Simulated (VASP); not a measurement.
# NaI (Fm-3m) in VASP: a series of runs, part 2 of 2

VASP 6.6.1. The steps go on from the part before.

**3. Single point, PBE (35.76 Å³/atom)**

This run uses another cell than the first one, of 35.76 Å³/atom.

Input file INCAR:

```
ALGO = Normal
EDIFF = 1E-6
ENCUT = 520
GGA = PE
ISIF = 2
ISMEAR = 0
LASPH = T
LCHARG = F
LREAL = F
LWAVE = F
NBANDS = 14
NELM = 60
PREC = Accurate
SIGMA = 0.01
```

Input file KPOINTS:

```
k-points
0
Gamma
  6 6 6
```

Input file POSCAR:

```
NaI
1.0
    0.0000000000      3.2946484911      3.2946484911
    3.2946484911      0.0000000000      3.2946484911
    3.2946484911      3.2946484911      0.0000000000
Na I
1 1
Direct
    0.0000000000      0.0000000000      0.0000000000
    0.5000000000      0.5000000000      0.5000000000
```

Potentials or basis: VASP PAW PBE potentials, release 64 (Na_pv, I).

Command:

```sh
cat potpaw_PBE.64/Na_pv/POTCAR potpaw_PBE.64/I/POTCAR > POTCAR
mpirun -np 1 vasp_std > vasp.out
```

OUTCAR:

```text
EDIFF = 1E-6
   ENCUT = 520
   GGA = PE
   ISIF = 2
   ISMEAR = 0
   LASPH = T
   LREAL = F
   NELM = 60
   PREC = Accurate

 ion  position               nearest neighbor table
   1  0.000  0.000  0.000-
   2  0.500  0.500  0.500-

  LATTYP: Found a face centered cubic cell.
 ALAT       =     6.5892969822

  Lattice vectors:

 A1 = (   0.0000000000,   3.2946484911,   3.2946484911)
 A2 = (   3.2946484911,   0.0000000000,   3.2946484911)
 A3 = (   3.2946484911,   3.2946484911,   0.0000000000)

Analysis of symmetry for initial positions (statically):
=====================================================================
 Subroutine PRICEL returns:
 Original cell was already a primitive cell.

 Routine SETGRP: Setting up the symmetry group for a
 face centered cubic supercell.

 Subroutine GETGRP returns: Found 48 space group operations
 (whereof 48 operations were pure point group operations)
 out of a pool of 48 trial point group operations.

The static configuration has the point symmetry O_h .

Analysis of symmetry for dynamics (positions and initial velocities):
=====================================================================
 Subroutine PRICEL returns:
 Original cell was already a primitive cell.

 Routine SETGRP: Setting up the symmetry group for a
 face centered cubic supercell.

 Subroutine GETGRP returns: Found 48 space group operations
 (whereof 48 operations were pure point group operations)
 out of a pool of 48 trial point group operations.

The dynamic configuration has the point symmetry O_h .

 Subroutine INISYM returns: Found 48 space group operations
 (whereof 48 operations are pure point group operations),
 and found     1 'primitive' translations

----------------------------------------------------------------------------------------

                                     Primitive cell

  volume of cell :      71.5249

  direct lattice vectors                    reciprocal lattice vectors
     0.000000000  3.294648491  3.294648491    -0.151761258  0.151761258  0.151761258
     3.294648491  0.000000000  3.294648491     0.151761258 -0.151761258  0.151761258
     3.294648491  3.294648491  0.000000000     0.151761258  0.151761258 -0.151761258

  length of vectors
     4.659336579  4.659336579  4.659336579     0.262858210  0.262858210  0.262858210

  position of ions in fractional coordinates (direct lattice)
     0.000000000  0.000000000  0.000000000
     0.500000000  0.500000000  0.500000000

  ion indices of the primitive-cell ions
   primitive index   ion index
                 1           1
                 2           2

----------------------------------------------------------------------------------------

 KPOINTS: k-points

Automatic generation of k-mesh.
 Grid dimensions read from file:
 generate k-points for:    6    6    6

 Generating k-lattice:

  Cartesian coordinates                     Fractional coordinates (reciprocal lattice)
    -0.025293543  0.025293543  0.025293543     0.166666667  0.000000000  0.000000000
     0.025293543 -0.025293543  0.025293543     0.000000000  0.166666667  0.000000000
     0.025293543  0.025293543 -0.025293543     0.000000000  0.000000000  0.166666667

  Length of vectors
     0.043809702  0.043809702  0.043809702

  Shift w.r.t. Gamma in fractional coordinates (k-lattice)
     0.000000000  0.000000000  0.000000000

 Subroutine IBZKPT returns following result:
 ===========================================

 Found     16 irreducible k-points:

 Following reciprocal coordinates:
            Coordinates               Weight
  0.000000  0.000000  0.000000      1.000000
  0.166667  0.000000  0.000000      8.000000
  0.333333  0.000000  0.000000      8.000000
  0.500000  0.000000  0.000000      4.000000
  0.166667  0.166667  0.000000      6.000000
  0.333333  0.166667  0.000000     24.000000
[... 8 lines left out ...]
 -0.333333  0.333333  0.166667     24.000000
 -0.333333  0.500000  0.166667     12.000000
   k-points           NKPTS =     16   k-points in BZ     NKDIM =     16   number of bands    NBANDS=     14
   number of dos      NEDOS =    301   number of ions     NIONS =      2
   total plane-waves  NPLWV =  46656
   dimension x,y,z NGX =    36 NGY =   36 NGZ =   36
   dimension x,y,z NGXF=    72 NGYF=   72 NGZF=   72
   ions per type =               1   1
   NGX,Y,Z   is equivalent  to a cutoff of  12.84, 12.84, 12.84 a.u.
   NGXF,Y,Z  is equivalent  to a cutoff of  25.69, 25.69, 25.69 a.u.
 SYSTEM =  unknown system
   PREC   = accura    normal or accurate (medium, high low for compatibility)
   ISTART =      0    job   : 0-new  1-cont  2-samecut
   ICHARG =      2    charge: 1-file 2-atom 10-const
   ISPIN  =      1    spin polarized calculation?
   LNONCOLLINEAR =      F non collinear calculations
   LSORBIT =      F    spin-orbit coupling
   LASPH  =      T    aspherical Exc in radial PAW
   ENCUT  =  520.0 eV  38.22 Ry    6.18 a.u.   8.66  8.66  8.66*2*pi/ulx,y,z
   NELM   =     60;   NELMIN=  2; NELMDL= -5     # of ELM steps
   EDIFF  = 0.1E-05   stopping-criterion for ELM
   LREAL  =      F    real-space projection
   EDIFFG = 0.1E-04   stopping-criterion for IOM
   NSW    =      0    number of steps for IOM
   IBRION =     -1    ionic relax: 0-MD 1-quasi-New 2-CG
   NFREE  =      0    steps in history (QN), initial steepest desc. (CG)
   ISIF   =      2    stress and relaxation
   ISYM   =      2    0-nonsym 1-usesym 2-fastsym
   POTIM  = 0.5000    time-step for ionic-motion
   TEBEG  =    0.0;   TEEND  =   0.0 temperature during run
   PSTRESS=    0.0 pullay stress
   NELECT =      14.0000    total number of electrons
   NUPDOWN=      -1.0000    fix difference up-down
   EMIN   =  10.00;   EMAX   =-10.00  energy-range for DOS
   EFERMI =   0.00;   METHOD = LEGACY
   ISMEAR =     0;   SIGMA  =   0.01  broadening in eV -4-tet -1-fermi 0-gaus
   EFERMI_NEDOS =   21; number of points for ismear=-14 and -15
   IALGO  =     38    algorithm
   IMIX   =      4    mixing-type and parameters
     AMIX     =   0.40;   BMIX     =  1.00
     AMIX_MAG =   1.60;   BMIX_MAG =  1.00
  volume/ion in A,a.u.               =      35.76       241.34
  Fermi-wavevector in a.u.,A,eV,Ry     =   0.950528  1.796238 12.292921  0.903504
  Thomas-Fermi vector in A             =   2.078914
   LORBIT       =      0    0 simple, 1 ext, 2 COOP (PROOUT), +10 PAW based schemes
   GGA     = PE    functional components
   LHFCALC =     F    Hartree Fock is set to
   AEXX    =    0.0000 exact exchange contribution
   IVDW    =     0    specifies the selected vdW correction
   LEPSILON=     F    determine dielectric tensor
   LRPA    =     F    only Hartree local field effects (RPA)
 non-spin polarized calculation
 Gauss-broadening in eV      SIGMA  =   0.01
  energy-cutoff  :      520.00
  volume of cell :       71.52
 maximum number of plane-waves:      1964
 NGX is ok and might be reduce to    36
   NGX = 17   NGY = 17   NGZ = 17

 number of electron      14.0000002 magnetization

 Free energy of the ion-electron system (eV)
  ---------------------------------------------------
  ext. energy  EPLUGINS =         0.00000000
  ---------------------------------------------------
  free energy    TOTEN  =        -5.38524426 eV

  energy without entropy =       -5.38524426  energy(sigma->0) =       -5.38524426

 E-fermi :   0.5831     XC(G=0):  -7.4912

 val. band max:        0.4481987845   @ k =   0.0000   0.0000   0.0000
 cond. band min:       3.9529056622   @ k =   0.0000   0.0000   0.0000
 fundamental gap:      3.5047068777
 Fermi energy:         0.5831409430

 k-point     1 :       0.0000    0.0000    0.0000
  band No.  band energies     occupation
      1     -22.0614      2.00000
      2     -22.0614      2.00000
      3     -22.0614      2.00000
      4     -10.4395      2.00000
      5       0.4482      2.00000
      6       0.4482      2.00000
      7       0.4482      2.00000
      8       3.9529      0.00000
      9       8.3725      0.00000
     10       8.3725      0.00000
     11       8.3725      0.00000
     12      10.1052      0.00000
     13      10.1052      0.00000
     14      10.8396      0.00000
[... 241 lines left out ...]
      1     -22.0640      2.00000
      2     -22.0631      2.00000
      3     -22.0628      2.00000
      4     -10.1020      2.00000
      5      -1.0691      2.00000
      6      -0.5512      2.00000
      7      -0.3553      2.00000
      8       5.7083      0.00000
      9       6.9600      0.00000
     10       8.8397      0.00000
     11       8.9007      0.00000
     12      11.7439      0.00000
     13      12.6300      0.00000
     14      12.7700      0.00000

------------------------ aborting loop because EDIFF is reached ----------------------------------------

  FORCE on cell =-STRESS in cart. coord.  units (eV):
  Direction    XX          YY          ZZ          XY          YZ          ZX
  --------------------------------------------------------------------------------------
  -------------------------------------------------------------------------------------
  Total       -0.1702519     -0.1702519     -0.1702519     -0.0000000      0.0000000     -0.0000000
  in kB       -3.8136898     -3.8136898     -3.8136898     -0.0000000      0.0000000     -0.0000000
  external PRESSURE =      -3.8136898 kB  Pullay stress =       0.0000000 kB

 VOLUME and BASIS-vectors are now :
 -----------------------------------------------------------------------------
  energy-cutoff  :      520.00
  volume of cell :       71.52
      direct lattice vectors                 reciprocal lattice vectors
     0.000000000  3.294648491  3.294648491    -0.151761258  0.151761258  0.151761258
     3.294648491  0.000000000  3.294648491     0.151761258 -0.151761258  0.151761258
     3.294648491  3.294648491  0.000000000     0.151761258  0.151761258 -0.151761258

 POSITION                                       TOTAL-FORCE (eV/Angst)
 -----------------------------------------------------------------------------------
      0.00000      0.00000      0.00000        -0.000000     -0.000000     -0.000000
      3.29465      3.29465      3.29465         0.000000      0.000000      0.000000
 -----------------------------------------------------------------------------------
    total drift:                                0.000000      0.000000      0.000000

  FREE ENERGIE OF THE ION-ELECTRON SYSTEM (eV)
  ---------------------------------------------------
  free  energy   TOTEN  =        -5.3852442557 eV

  energy  without entropy=       -5.3852442557  energy(sigma->0) =       -5.38524426
```

stdout:

```text
POSCAR found type information on POSCAR NaI
 POSCAR found :  2 types and       2 ions
 scaLAPACK will be used
 LDA part: xc-table for (Slater+PW92), standard interpolation
 POSCAR, INCAR and KPOINTS ok, starting setup
 FFT: planning ... GRIDC
 FFT: planning ... GRID_SOFT
 FFT: planning ... GRID
 WAVECAR not read
 entering main loop
```

Wall time 23 s (1 thread of Intel Xeon 8259CL, shared host); peak memory 0.21 GiB.

What came out:

| Item | Value |
| --- | --- |
| Free energy | -5.3852 eV |
| Pressure | -0.4 GPa |
| Band gap on the k mesh | 3.50 eV |

Caveat: spin-orbit coupling is left out, which moves the levels of the heavy elements.
